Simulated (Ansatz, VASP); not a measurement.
## MgZn2S3 in VASP and in Ansatz

INCAR

```
PREC     = Accurate       # precision mode
ENCUT    = 600            # plane-wave cutoff, eV
EDIFF    = 1E-6           # SCF threshold, eV
ISMEAR   = 0              # smearing method
SIGMA    = 0.01           # smearing width, eV
LREAL    = False          # projectors in reciprocal space
LASPH    = True           # aspherical terms in the spheres
NELM     = 60             # most SCF steps
ALGO     = Normal         # electronic algorithm
ISIF     = 3              # what is computed and relaxed
LWAVE    = False          # write WAVECAR
LCHARG   = False          # write CHGCAR
GGA      = PE             # functional
IBRION   = 2              # ionic algorithm
NSW      = 80             # ionic steps
EDIFFG   = -0.001         # ionic threshold
```

KPOINTS

```
Automatic mesh
0
Gamma
  6 6 4
```

File POSCAR:

```
MgZn2S3
1.0
    6.7762916135      0.0000000000      0.0000000000
   -3.3881458067      5.8684406807      0.0000000000
    0.0000000000      0.0000000000      6.3823094227
Mg Zn S
2 4 6
Direct
    0.6666666667      0.3333333333      0.9984923201
    0.3333333333      0.6666666667      0.9984923201
    0.3301365176      0.0000000000      0.5002122055
    0.0000000000      0.3301365176      0.5002122055
    0.6698634824      0.6698634824      0.5002122055
    0.0000000000      0.0000000000      0.9995767101
    0.0000000000      0.0000000000      0.3717471419
    0.6666666667      0.3333333333      0.3856300170
    0.3333333333      0.6666666667      0.3856300170
    0.3230989938      0.0000000000      0.8699295991
    0.0000000000      0.3230989938      0.8699295991
    0.6769010062      0.6769010062      0.8699295991
```

Input for Ansatz:

```yaml
crystal:
  lattice:
    - [6.7762916135, 0.0, 0.0]
    - [-3.3881458067, 5.8684406807, 0.0]
    - [0.0, 0.0, 6.3823094227]
  atoms:
    - { symbol: Mg, position: [0.6666666667, 0.3333333333, 0.9984923201] }
    - { symbol: Mg, position: [0.3333333333, 0.6666666667, 0.9984923201] }
    - { symbol: Zn, position: [0.3301365176, 0.0, 0.5002122055] }
    - { symbol: Zn, position: [0.0, 0.3301365176, 0.5002122055] }
    - { symbol: Zn, position: [0.6698634824, 0.6698634824, 0.5002122055] }
    - { symbol: Zn, position: [0.0, 0.0, 0.9995767101] }
    - { symbol: S, position: [0.0, 0.0, 0.3717471419] }
    - { symbol: S, position: [0.6666666667, 0.3333333333, 0.385630017] }
    - { symbol: S, position: [0.3333333333, 0.6666666667, 0.385630017] }
    - { symbol: S, position: [0.3230989938, 0.0, 0.8699295991] }
    - { symbol: S, position: [0.0, 0.3230989938, 0.8699295991] }
    - { symbol: S, position: [0.6769010062, 0.6769010062, 0.8699295991] }
basis:
  ecutwfc: 420
kpoints:
  mp_grid: { grid: [6, 6, 4] }
hamiltonian:
  xc: pbe
scf:
  occupations: { method: fixed }
output:
  forces: true
  stress: true
  eigenvalues: true
  write_density: true
  write_potential: true
  elf: true
  volumetric_format: npy
relax:
  adjacent_minimum: "off"
  f_tol: 0.001
  max_steps: 60
  cell: { stress_tol: 0.01 }
```

Alike in both runs: task relaxation of cell and atoms; functional PBE; k mesh 6 × 6 × 4; no spin polarisation.

|  | VASP | Ansatz |
| --- | --- | --- |
| version | VASP 6.6.1 | Ansatz 0.2.0 |
| potentials or method | VASP PAW PBE potentials, release 64 (Mg, Zn, S), cutoff 600 eV | scalar-relativistic, plane waves, PAW |
| occupations | gaussian, width 0.01 eV | fixed |
| valence electrons in the cell | 88 | 104 |

|  | VASP | Ansatz | Ansatz less VASP |
| --- | --- | --- | --- |
| gap on the k mesh at the Fermi level, each at its own relaxed structure (eV) | 2.33 | 2.33 | 0.000 |
| relaxed volume (Å³/atom) | 21.17 | 21.15 | -0.012 |
| relaxed cell length with the largest relative difference (Å) | 6.778 | 6.777 | -0.0015 |

VASP's potentials hold 88 valence electrons a cell and Ansatz's 104, so a difference there can come from the potentials and not from the codes.
